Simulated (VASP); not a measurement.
Input of a VASP 6.6.1 run:

Contents of INCAR:

```
  PREC = Accurate
  ENCUT = 520
  EDIFF = 1E-6
  ISMEAR = 0
  SIGMA = 0.02
  LREAL = F
  LASPH = T
  NELM = 60
  ALGO = Normal
  ISIF = 2
  LWAVE = F
  LCHARG = F
  GGA = PE
  NBANDS = 61
```

KPOINTS

```
regular mesh
0
Gamma
  8 8 4
```

POSCAR

```
Ti3SnO8
1.0
    3.8389093056      0.0000000000      0.0000000000
    0.0000000000      3.8389093056      0.0000000000
    0.0000000000      0.0000000000     10.0437737667
Ti Sn O
3 1 8
Direct
    0.5000000000      0.5000000000      0.5000000000
    0.0000000000      0.5000000000      0.2627764227
    0.5000000000      0.0000000000      0.7372235773
    0.0000000000      0.0000000000      0.0000000000
    0.0000000000      0.5000000000      0.4598611289
    0.5000000000      0.0000000000      0.9390301470
    0.0000000000      0.0000000000      0.2167734276
    0.5000000000      0.5000000000      0.6973860096
    0.0000000000      0.5000000000      0.0609698530
    0.5000000000      0.0000000000      0.5401388711
    0.0000000000      0.0000000000      0.7832265724
    0.5000000000      0.5000000000      0.3026139904
```

Potentials or basis: VASP PAW PBE potentials, release 64 (Ti_sv, Sn_d, O).

Command:

```sh
$ cat potpaw_PBE.64/Ti_sv/POTCAR potpaw_PBE.64/Sn_d/POTCAR potpaw_PBE.64/O/POTCAR > POTCAR
$ mpirun -np 1 vasp_std > vasp.out
```

(1) What does it give for the pressure?

(2) Estimate the band gap on the k mesh.

## Answers

(1) 0.6 GPa.

(2) 2.11 eV (least direct gap 2.27 eV).

Caveat: spin-orbit coupling is left out, which moves the levels of the heavy elements.
